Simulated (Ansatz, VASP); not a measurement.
## BP in VASP and in Ansatz

```
CELL_PARAMETERS angstrom
0.00000 2.27421 2.27421
2.27421 0.00000 2.27421
2.27421 2.27421 0.00000
ATOMIC_POSITIONS crystal
B 0.25000 0.25000 0.25000
P 0.50000 0.50000 0.50000
```

Alike in both runs: functional PBE; k mesh 10 × 10 × 10; occupations gaussian, width 0.02 eV; no spin polarisation.

Ansatz relaxed the structure, and its values are those at the end. VASP's run is a single point on that final structure, the one shown.

|  | VASP | Ansatz |
| --- | --- | --- |
| version | VASP 6.6.1 | Ansatz 0.2.0 |
| potentials or method | VASP PAW PBE potentials, release 64 (B, P), cutoff 500 eV | scalar-relativistic, plane waves, PAW |
| valence electrons in the cell | 8 | 8 |

```tsv
	VASP	Ansatz	Ansatz less VASP
gap on the k mesh at the Fermi level (eV)	1.25	1.25	+0.004
least direct gap on the mesh (eV)	3.39	3.39	+0.003
pressure (GPa)	-0.2	0.0	+0.23
```
